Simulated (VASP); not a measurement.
# CaP2Ru2 (I4/mmm) in VASP: notebook, part 2 of 2

VASP 6.6.1. Earlier steps stand in the parts before.

## 3. Single point, LDA

This run uses another cell than the first one, of 15.29 Å³/atom.

Contents of INCAR:

```
ALGO     = Normal         # electronic algorithm
EDIFF    = 1E-6           # SCF threshold, eV
ENCUT    = 500            # plane-wave cutoff, eV
GGA      = CA             # functional
GGA_COMPAT= False        
ISIF     = 2              # what is computed and relaxed
ISMEAR   = 0              # smearing method
LASPH    = True           # aspherical terms in the spheres
LCHARG   = False          # write CHGCAR
LREAL    = False          # projectors in reciprocal space
LWAVE    = False          # write WAVECAR
NBANDS   = 32             # bands
NELM     = 120            # most SCF steps
PREC     = Accurate       # precision mode
SIGMA    = 0.1            # smearing width, eV
```

Contents of KPOINTS:

```
k-points
0
Gamma
  12 12 12
```

Contents of POSCAR:

```
CaP2Ru2
1.0
   -2.0023085588      2.0023085588      4.7661268058
    2.0023085588     -2.0023085588      4.7661268058
    2.0023085588      2.0023085588     -4.7661268058
Ca P Ru
1 2 2
Direct
    0.0000000000      0.0000000000      0.0000000000
    0.6301439699      0.6301439699      0.0000000000
    0.3698560301      0.3698560301      0.0000000000
    0.7500000000      0.2500000000      0.5000000000
    0.2500000000      0.7500000000      0.5000000000
```

Potentials or basis: VASP PAW LDA potentials, release 64 (Ca_sv, P, Ru_pv).

Launch:

```sh
> cat potpaw_LDA.64/Ca_sv/POTCAR potpaw_LDA.64/P/POTCAR potpaw_LDA.64/Ru_pv/POTCAR > POTCAR
> mpirun -np 1 vasp_std > vasp.out
```

OUTCAR:

```text
EDIFF = 1E-6
   ENCUT = 500
   GGA = CA
   ISIF = 2
   ISMEAR = 0
   LASPH = True
   LREAL = False
   NELM = 120
   PREC = Accurate

 ion  position               nearest neighbor table
   1  0.000  0.000  0.000-   4 3.11   5 3.11   4 3.11   5 3.11   4 3.11   5 3.11   4 3.11   5 3.11

   2  0.630  0.630  0.000-   5 2.31   4 2.31   4 2.31   5 2.31   3 2.48
   3  0.370  0.370  0.000-   4 2.31   5 2.31   5 2.31   4 2.31   2 2.48
   4  0.750  0.250  0.500-   3 2.31   2 2.31   3 2.31   2 2.31   5 2.83   5 2.83   5 2.83   5 2.83
                             1 3.11   1 3.11   1 3.11   1 3.11
   5  0.250  0.750  0.500-   3 2.31   2 2.31   3 2.31   2 2.31   4 2.83   4 2.83   4 2.83   4 2.83
                             1 3.11   1 3.11   1 3.11   1 3.11

  LATTYP: Found a body centered tetragonal cell.
 ALAT       =     4.0046171176
 C/A-ratio  =     2.3803158533

  Lattice vectors:

 A1 = (  -2.0023085588,   2.0023085588,   4.7661268058)
 A2 = (   2.0023085588,  -2.0023085588,   4.7661268058)
 A3 = (   2.0023085588,   2.0023085588,  -4.7661268058)

Analysis of symmetry for initial positions (statically):
=====================================================================
 Subroutine PRICEL returns:
 Original cell was already a primitive cell.

 Routine SETGRP: Setting up the symmetry group for a
 body centered tetragonal supercell.

 Subroutine GETGRP returns: Found 16 space group operations
 (whereof 16 operations were pure point group operations)
 out of a pool of 16 trial point group operations.

The static configuration has the point symmetry D_4h.

Analysis of symmetry for dynamics (positions and initial velocities):
=====================================================================
 Subroutine PRICEL returns:
 Original cell was already a primitive cell.

 Routine SETGRP: Setting up the symmetry group for a
 body centered tetragonal supercell.

 Subroutine GETGRP returns: Found 16 space group operations
 (whereof 16 operations were pure point group operations)
 out of a pool of 16 trial point group operations.

The dynamic configuration has the point symmetry D_4h.

 Subroutine INISYM returns: Found 16 space group operations
 (whereof 16 operations are pure point group operations),
 and found     1 'primitive' translations

----------------------------------------------------------------------------------------

                                     Primitive cell

  volume of cell :      76.4342

  direct lattice vectors                    reciprocal lattice vectors
    -2.002308559  2.002308559  4.766126806     0.000000000  0.249711763  0.104906986
     2.002308559 -2.002308559  4.766126806     0.249711763  0.000000000  0.104906986
     2.002308559  2.002308559 -4.766126806     0.249711763  0.249711763  0.000000000

  length of vectors
     5.543865426  5.543865426  5.543865426     0.270853171  0.270853171  0.353145762

  position of ions in fractional coordinates (direct lattice)
     0.000000000  0.000000000  0.000000000
     0.630143970  0.630143970  0.000000000
     0.369856030  0.369856030  0.000000000
     0.750000000  0.250000000  0.500000000
     0.250000000  0.750000000  0.500000000

  ion indices of the primitive-cell ions
   primitive index   ion index
[... 29 lines left out ...]

 Found    163 irreducible k-points:

 Following reciprocal coordinates:
            Coordinates               Weight
  0.000000  0.000000  0.000000      1.000000
  0.083333  0.000000 -0.000000      8.000000
  0.166667 -0.000000  0.000000      8.000000
  0.250000  0.000000  0.000000      8.000000
  0.333333  0.000000  0.000000      8.000000
  0.416667  0.000000 -0.000000      8.000000
[... 16 lines left out ...]
  0.500000  0.166667 -0.000000     16.000000
 -0.416667  0.166667  0.000000     16.000000
 [... further k-points ...]
   k-points           NKPTS =    163   k-points in BZ     NKDIM =    163   number of bands    NBANDS=     32
   number of dos      NEDOS =    301   number of ions     NIONS =      5
   total plane-waves  NPLWV =  64000
   dimension x,y,z NGX =    40 NGY =   40 NGZ =   40
   dimension x,y,z NGXF=    80 NGYF=   80 NGZF=   80
   ions per type =               1   2   2
   NGX,Y,Z   is equivalent  to a cutoff of  11.99, 11.99, 11.99 a.u.
   NGXF,Y,Z  is equivalent  to a cutoff of  23.99, 23.99, 23.99 a.u.
 SYSTEM =  unknown system
   PREC   = accura    normal or accurate (medium, high low for compatibility)
   ISTART =      0    job   : 0-new  1-cont  2-samecut
   ICHARG =      2    charge: 1-file 2-atom 10-const
   ISPIN  =      1    spin polarized calculation?
   LNONCOLLINEAR =      F non collinear calculations
   LSORBIT =      F    spin-orbit coupling
   LASPH  =      T    aspherical Exc in radial PAW
   ENCUT  =  500.0 eV  36.75 Ry    6.06 a.u.  10.11 10.11 10.11*2*pi/ulx,y,z
   NELM   =    120;   NELMIN=  2; NELMDL= -5     # of ELM steps
   EDIFF  = 0.1E-05   stopping-criterion for ELM
   LREAL  =      F    real-space projection
   EDIFFG = 0.1E-04   stopping-criterion for IOM
   NSW    =      0    number of steps for IOM
   IBRION =     -1    ionic relax: 0-MD 1-quasi-New 2-CG
   NFREE  =      0    steps in history (QN), initial steepest desc. (CG)
   ISIF   =      2    stress and relaxation
   ISYM   =      2    0-nonsym 1-usesym 2-fastsym
   POTIM  = 0.5000    time-step for ionic-motion
   TEBEG  =    0.0;   TEEND  =   0.0 temperature during run
   PSTRESS=    0.0 pullay stress
   NELECT =      48.0000    total number of electrons
   NUPDOWN=      -1.0000    fix difference up-down
   EMIN   =  10.00;   EMAX   =-10.00  energy-range for DOS
   EFERMI =   0.00;   METHOD = LEGACY
   ISMEAR =     0;   SIGMA  =   0.10  broadening in eV -4-tet -1-fermi 0-gaus
   EFERMI_NEDOS =   21; number of points for ismear=-14 and -15
   IALGO  =     38    algorithm
   IMIX   =      4    mixing-type and parameters
     AMIX     =   0.40;   BMIX     =  1.00
     AMIX_MAG =   1.60;   BMIX_MAG =  1.00
  volume/ion in A,a.u.               =      15.29       103.16
  Fermi-wavevector in a.u.,A,eV,Ry     =   1.401929  2.649262 26.740961  1.965405
  Thomas-Fermi vector in A             =   2.524741
   LORBIT       =      0    0 simple, 1 ext, 2 COOP (PROOUT), +10 PAW based schemes
   GGA     = CA    functional components
   LHFCALC =     F    Hartree Fock is set to
   AEXX    =    0.0000 exact exchange contribution
   IVDW    =     0    specifies the selected vdW correction
   LEPSILON=     F    determine dielectric tensor
   LRPA    =     F    only Hartree local field effects (RPA)
 non-spin polarized calculation
 Gauss-broadening in eV      SIGMA  =   0.10
  energy-cutoff  :      500.00
  volume of cell :       76.43
 maximum number of plane-waves:      1962
   NGX = 21   NGY = 21   NGZ = 21

 number of electron      47.9999997 magnetization

 Free energy of the ion-electron system (eV)
  ---------------------------------------------------
  ext. energy  EPLUGINS =         0.00000000
  ---------------------------------------------------
  free energy    TOTEN  =       -40.72707375 eV

  energy without entropy =      -40.71903358  energy(sigma->0) =      -40.72305366

 E-fermi :   9.5768     XC(G=0): -12.1903

 val. band max:        9.5694944446   @ k =  -0.1667  -0.4167   0.1667
 cond. band min:       9.5864813915   @ k =  -0.1667   0.5000   0.1667
 fundamental gap:      0.0169869468
 Fermi energy:         9.5768233684

 k-point     1 :       0.0000    0.0000    0.0000
  band No.  band energies     occupation
      1     -33.2391      2.00000
      2     -33.2391      2.00000
      3     -32.9097      2.00000
      4     -32.9097      2.00000
      5     -32.8832      2.00000
      6     -32.7971      2.00000
[... 829 lines left out ...]
     31      14.4089      0.00000
     32      14.5820      0.00000

 [... further k-points ...]

------------------------ aborting loop because EDIFF is reached ----------------------------------------

  FORCE on cell =-STRESS in cart. coord.  units (eV):
  Direction    XX          YY          ZZ          XY          YZ          ZX
  --------------------------------------------------------------------------------------
  -------------------------------------------------------------------------------------
  Total        0.2168701      0.2168701      0.1289241      0.0000000      0.0000000      0.0000000
  in kB        4.5459287      4.5459287      2.7024461      0.0000000      0.0000000      0.0000000
  external PRESSURE =       3.9314345 kB  Pullay stress =       0.0000000 kB

 VOLUME and BASIS-vectors are now :
 -----------------------------------------------------------------------------
  energy-cutoff  :      500.00
  volume of cell :       76.43
      direct lattice vectors                 reciprocal lattice vectors
    -2.002308559  2.002308559  4.766126806     0.000000000  0.249711763  0.104906986
     2.002308559 -2.002308559  4.766126806     0.249711763  0.000000000  0.104906986
     2.002308559  2.002308559 -4.766126806     0.249711763  0.249711763  0.000000000

 POSITION                                       TOTAL-FORCE (eV/Angst)
 -----------------------------------------------------------------------------------
      0.00000      0.00000      0.00000         0.000000      0.000000     -0.000000
      0.00000      0.00000      6.00669        -0.000000     -0.000000     -0.024634
      0.00000      0.00000      3.52556        -0.000000     -0.000000      0.024634
     -0.00000      2.00231      2.38306         0.000000      0.000000     -0.000000
      2.00231     -0.00000      2.38306         0.000000      0.000000     -0.000000
 -----------------------------------------------------------------------------------
    total drift:                                0.000000     -0.000000     -0.000000

  FREE ENERGIE OF THE ION-ELECTRON SYSTEM (eV)
  ---------------------------------------------------
  free  energy   TOTEN  =       -40.7270737463 eV

  energy  without entropy=      -40.7190335794  energy(sigma->0) =      -40.72305366
```

Run time: 12 min. Hardware: 1 thread of Intel Xeon 8259CL, shared host; peak memory 0.46 GiB.

Results:

| Property | Result |
| --- | --- |
| Free energy | -40.7271 eV |
| Pressure | 0.4 GPa |
| Largest force | 0.025 eV/Å |
| Band gap on the k mesh | zero (bands 24 and 25 overlap by 2.36 eV) |

Forces on the atoms (eV/Å):
```
Ca   0.000  0.000  0.000
P    0.000  0.000 -0.025
P    0.000  0.000  0.025
Ru   0.000  0.000  0.000
Ru   0.000  0.000  0.000
```
